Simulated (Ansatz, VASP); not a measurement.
**One calculation of SiC, two programs**

```xyz
8
Lattice="3.0941 0.0000 0.0000 -1.5471 2.6796 0.0000 0.0000 0.0000 10.1293" Properties=species:S:1:pos:R:3 pbc="T T T"
Si    1.5471    0.8932    9.4997
Si    0.0000    1.7864    4.4351
Si    0.0000    0.0000    6.9680
Si    0.0000    0.0000    1.9033
C     1.5471    0.8932    7.5951
C     0.0000    1.7864    2.5304
C     0.0000    0.0000    5.0692
C     0.0000    0.0000    0.0045
```

Alike in both runs: functional PBE; k mesh 12 × 12 × 4; occupations gaussian, width 0.02 eV; no spin polarisation.

Ansatz relaxed the structure, and its values are those at the end. VASP's run is a single point on that final structure, the one shown.

|  | VASP | Ansatz |
| --- | --- | --- |
| version | VASP 6.6.1 | Ansatz 0.2.0 |
| potentials or method | VASP PAW PBE potentials, release 64 (Si, C), cutoff 520 eV | scalar-relativistic, plane waves, PAW |
| valence electrons in the cell | 32 | 32 |

```tsv
	VASP	Ansatz	Ansatz less VASP
gap on the k mesh at the Fermi level (eV)	2.22	2.22	+0.001
least direct gap on the mesh (eV)	3.34	3.34	+0.002
pressure (GPa)	0.0	0.0	+0.05
```

With one functional, cell and mesh, what is left measures potentials, basis and numerics.
